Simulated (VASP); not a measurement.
# B14HN14 (a cell with a defect) in VASP: single point with PBE

Aim: the single point of B14HN14 (a cell with a defect) with PBE.

Everything below comes from runs of VASP 6.6.1. Logs are shortened: lines on timing, memory, paths and dates and some standing lists are left out, and cuts for length are marked.

## 1. The cell of the first run

The cell holds a defect, 29 atoms: a = 6.647 Å, b = 6.647 Å, c = 8.343 Å, α = 90.00°, β = 90.00°, γ = 120.00°.

## 2. Single point, PBE

Input file INCAR:

```
SYSTEM = B14HN14
PREC     = Accurate       ! precision mode
ENCUT    = 520            ! plane-wave cutoff, eV
EDIFF    = 1E-6           ! SCF threshold, eV
ISMEAR   = 0              ! smearing method
SIGMA    = 0.02           ! smearing width, eV
LREAL    = Auto         
LASPH    = .True.         ! aspherical terms in the spheres
NELM     = 100            ! most SCF steps
ALGO     = Normal         ! electronic algorithm
ISIF     = 2              ! what is computed and relaxed
LWAVE    = .False.        ! write WAVECAR
LCHARG   = .False.        ! write CHGCAR
GGA      = PE             ! functional
NBANDS   = 76             ! bands
NELECT   = 112.0
```

Input file KPOINTS:

```
Automatic mesh
0
Gamma
  2 2 2
  0 0 0
```

Input file POSCAR:

```
B14HN14
1.0
    1.2560905718     -6.5268380678      0.0000000000
   -6.2804528590      2.1756126893      0.0000000000
    0.0000000000      0.0000000000     -8.3431635353
B N H
14 14 1
Direct
    0.5950284451      0.6190156518      0.7861853567
    0.3093569048      0.7622981016      0.7861074486
    0.0201401411      0.9005754789      0.7990140636
    0.4567812236      0.1915401031      0.7990079509
    0.1658092876      0.3371534713      0.7994411199
    0.8809025514      0.4764268528      0.7827369046
    0.7383354412      1.0479906998      0.7861869149
    0.6902358898      0.2377247035      0.2138120621
    0.4084290592      0.3851371780      0.2009893481
    0.1192142976      0.5234173441      0.2138915284
    0.5476685587      0.8092883471      0.2172618327
    0.2627612764     -0.0514359466      0.2005636103
    0.9717927201      0.0941756409      0.2009953410
    0.8335422798      0.6666993118      0.2138138600
    0.6426150421      0.4284886386      0.2126423619
    0.3573406536      0.5706735336      0.2136164529
    0.0719620018      0.7143497281      0.2123248565
    0.4993444429     -0.0004378909      0.2132516032
    0.2143111021      0.1426847992      0.1653927787
    0.9284442442      0.2850278637      0.2127311771
    0.7862661991      0.8575511481      0.2135621569
    0.6423047468      0.4281640189      0.7864377789
    0.3566087585      0.5713653107      0.7876751992
    0.0712307698      0.7150421155      0.7863830036
    0.5001270868      1.0006875395      0.7872687587
    0.2142603010      0.1430301865      0.8346211806
    0.9292270384      0.2861531425      0.7867479730
    0.7859562321      0.8572265940      0.7873580534
    0.2142889524      0.1428435740     -0.0000206157
```

Potentials or basis: VASP PAW PBE potentials, release 64 (B, N, H).

Launch:

```console
> cat potpaw_PBE.64/B/POTCAR potpaw_PBE.64/N/POTCAR potpaw_PBE.64/H/POTCAR > POTCAR
> mpirun -np 1 vasp_std > vasp.out
```

OUTCAR:

```text
SYSTEM = B14HN14
   PREC = Accurate
   ENCUT = 520
   EDIFF = 1E-6
   ISMEAR = 0
   LREAL = Auto
   LASPH = .True.
   NELM = 100
   ISIF = 2
   GGA = PE
   NELECT = 112.0

 ion  position               nearest neighbor table
   1  0.595  0.619  0.786-  22 1.45  28 1.45  23 1.45
   2  0.309  0.762  0.786-  24 1.45  23 1.45  25 1.45
   3  0.020  0.901  0.799-  24 1.44  28 1.44  26 1.51
   4  0.457  0.192  0.799-  22 1.44  25 1.44  26 1.51
   5  0.166  0.337  0.799-  27 1.44  23 1.44  26 1.51
   6  0.881  0.476  0.783-  27 1.45  22 1.45  24 1.45
[... 20 lines left out ...]
  27  0.929  0.286  0.787-   5 1.44   7 1.45   6 1.45
  28  0.786  0.857  0.787-   3 1.44   1 1.45   7 1.45
  29  0.214  0.143  1.000-

  LATTYP: Found a hexagonal cell.
 ALAT       =     6.6466065543
 C/A-ratio  =     1.2552516035

  Lattice vectors:

 A1 = (   1.2560905718,  -6.5268380678,   0.0000000000)
 A2 = (  -6.2804528590,   2.1756126893,   0.0000000000)
 A3 = (   0.0000000000,   0.0000000000,  -8.3431635353)

Analysis of symmetry for initial positions (statically):
=====================================================================
 Subroutine PRICEL returns:
 Original cell was already a primitive cell.

 Routine SETGRP: Setting up the symmetry group for a
 hexagonal supercell.

 Subroutine GETGRP returns: Found  1 space group operations
 (whereof  1 operations were pure point group operations)
 out of a pool of 24 trial point group operations.

The static configuration has the point symmetry C_1 .

Analysis of symmetry for dynamics (positions and initial velocities):
=====================================================================
 Subroutine PRICEL returns:
 Original cell was already a primitive cell.

 Routine SETGRP: Setting up the symmetry group for a
 hexagonal supercell.

 Subroutine GETGRP returns: Found  1 space group operations
 (whereof  1 operations were pure point group operations)
 out of a pool of 24 trial point group operations.

The dynamic configuration has the point symmetry C_1 .

 Subroutine INISYM returns: Found  1 space group operations
 (whereof  1 operations are pure point group operations),
 and found     1 'primitive' translations

----------------------------------------------------------------------------------------

                                     Primitive cell

  volume of cell :     319.1989

  direct lattice vectors                    reciprocal lattice vectors
[... 129 lines left out ...]
   NFREE  =      0    steps in history (QN), initial steepest desc. (CG)
   ISIF   =      2    stress and relaxation
   ISYM   =      2    0-nonsym 1-usesym 2-fastsym
   POTIM  = 0.5000    time-step for ionic-motion
   TEBEG  =    0.0;   TEEND  =   0.0 temperature during run
   PSTRESS=    0.0 pullay stress
   NELECT =     112.0000    total number of electrons
   NUPDOWN=      -1.0000    fix difference up-down
   EMIN   =  10.00;   EMAX   =-10.00  energy-range for DOS
   EFERMI =   0.00;   METHOD = LEGACY
   ISMEAR =     0;   SIGMA  =   0.02  broadening in eV -4-tet -1-fermi 0-gaus
   EFERMI_NEDOS =   21; number of points for ismear=-14 and -15
   IALGO  =     38    algorithm
   IMIX   =      4    mixing-type and parameters
     AMIX     =   0.40;   BMIX     =  1.00
     AMIX_MAG =   1.60;   BMIX_MAG =  1.00
  volume/ion in A,a.u.               =      11.01        74.28
  Fermi-wavevector in a.u.,A,eV,Ry     =   1.154677  2.182023 18.140352  1.333278
  Thomas-Fermi vector in A             =   2.291311
   LORBIT       =      0    0 simple, 1 ext, 2 COOP (PROOUT), +10 PAW based schemes
   GGA     = PE    functional components
   LHFCALC =     F    Hartree Fock is set to
   AEXX    =    0.0000 exact exchange contribution
   IVDW    =     0    specifies the selected vdW correction
   LEPSILON=     F    determine dielectric tensor
   LRPA    =     F    only Hartree local field effects (RPA)
 non-spin polarized calculation
 Gauss-broadening in eV      SIGMA  =   0.02
  energy-cutoff  :      520.00
  volume of cell :      319.20
 maximum number of plane-waves:      8635
 NGX is ok and might be reduce to    50
   NGX = 25   NGY = 25   NGZ = 31

 number of electron     112.0000000 magnetization

 Free energy of the ion-electron system (eV)
  ---------------------------------------------------
  ext. energy  EPLUGINS =         0.00000000
  ---------------------------------------------------
  free energy    TOTEN  =      -250.62321364 eV

  energy without entropy =     -250.62321364  energy(sigma->0) =     -250.62321364

 E-fermi :   0.5945     XC(G=0):  -8.5344

 val. band max:        0.4635457415   @ k =   0.5000   0.5000   0.0000
 cond. band min:       4.6053478478   @ k =   0.0000   0.0000   0.0000
 fundamental gap:      4.1418021063
 Fermi energy:         0.5945448552

 k-point     1 :       0.0000    0.0000    0.0000
  band No.  band energies     occupation
      1     -17.2106      2.00000
      2     -16.9734      2.00000
      3     -15.4241      2.00000
      4     -14.8557      2.00000
      5     -14.6585      2.00000
      6     -14.6579      2.00000
[... 557 lines left out ...]
     67       7.6525      0.00000
     68       7.8310      0.00000
 [bands above 68 left out]

------------------------ aborting loop because EDIFF is reached ----------------------------------------

  FORCE on cell =-STRESS in cart. coord.  units (eV):
  Direction    XX          YY          ZZ          XY          YZ          ZX
  --------------------------------------------------------------------------------------
  -------------------------------------------------------------------------------------
  Total       -6.6964538     -6.7023737     -7.1574236     -0.0109172      0.0036741     -0.0054383
  in kB      -33.6119826    -33.6416967    -35.9257606     -0.0547973      0.0184416     -0.0272969
  external PRESSURE =     -34.3931466 kB  Pullay stress =       0.0000000 kB

 VOLUME and BASIS-vectors are now :
 -----------------------------------------------------------------------------
  energy-cutoff  :      520.00
  volume of cell :      319.20
      direct lattice vectors                 reciprocal lattice vectors
     1.256090572 -6.526838068  0.000000000    -0.056865781 -0.164157370  0.000000000
    -6.280452859  2.175612689  0.000000000    -0.170597343 -0.032831474  0.000000000
     0.000000000  0.000000000 -8.343163535     0.000000000  0.000000000 -0.119858612

 POSITION                                       TOTAL-FORCE (eV/Angst)
 -----------------------------------------------------------------------------------
     -3.14029     -2.53692     -6.55927         0.001550      0.005407      0.024356
     -4.39900     -0.36066     -6.55862        -0.001293      0.003054      0.020750
     -5.63072      1.82785     -6.66630        -0.011234     -0.014592      0.012676
     -0.62920     -2.56462     -6.66625         0.002274      0.019011      0.012786
     -1.90920     -0.34869     -6.66987         0.008575     -0.005064      0.031760
     -1.88568     -4.71299     -6.53050        -0.005700     -0.004421      0.006168
[... 21 lines left out ...]
     -4.39654     -3.26482     -6.56906        -0.002932      0.002154     -0.016994
     -0.62796     -1.08786     -8.34299        -0.000681      0.000386      0.001387
 -----------------------------------------------------------------------------------
    total drift:                                0.003428     -0.001072     -0.002574

  FREE ENERGIE OF THE ION-ELECTRON SYSTEM (eV)
  ---------------------------------------------------
  free  energy   TOTEN  =      -250.6232136423 eV

  energy  without entropy=     -250.6232136423  energy(sigma->0) =     -250.62321364
```

Wall time 2.9 min (1 thread of Intel Xeon 6975P-C (Granite Rapids), shared host); peak memory 0.44 GiB.

Results:

```
Free energy   : -250.6232 eV
Largest force : 0.033 eV/Å
```

Forces on the atoms (eV/Å):
```
B    0.002  0.005  0.024
B   -0.001  0.003  0.021
B   -0.011 -0.015  0.013
B    0.002  0.019  0.013
B    0.009 -0.005  0.032
B   -0.006 -0.004  0.006
B   -0.002 -0.005  0.027
B    0.001  0.004 -0.027
B    0.012  0.015 -0.014
B    0.003 -0.003 -0.020
B    0.006  0.005 -0.005
B   -0.008  0.005 -0.032
B   -0.004 -0.019 -0.012
B   -0.001 -0.006 -0.026
N    0.002 -0.002  0.017
N    0.002  0.003  0.009
N   -0.001  0.012  0.012
N   -0.018 -0.008  0.008
N    0.004 -0.002  0.031
N    0.002 -0.002  0.016
N    0.002 -0.005  0.010
N   -0.002  0.005 -0.009
N    0.001 -0.012 -0.011
N   -0.002 -0.003 -0.009
N   -0.002  0.002 -0.016
N   -0.004  0.002 -0.032
N    0.017  0.008 -0.008
N   -0.003  0.002 -0.017
H   -0.001  0.000  0.001
```

Caveat: the k points lie up to 0.55 Å⁻¹ apart; the cell carries a net charge on a neutralising background, which shifts energy and pressure; the cell is charged against a uniform background, so pressure and absolute levels hang on convention.
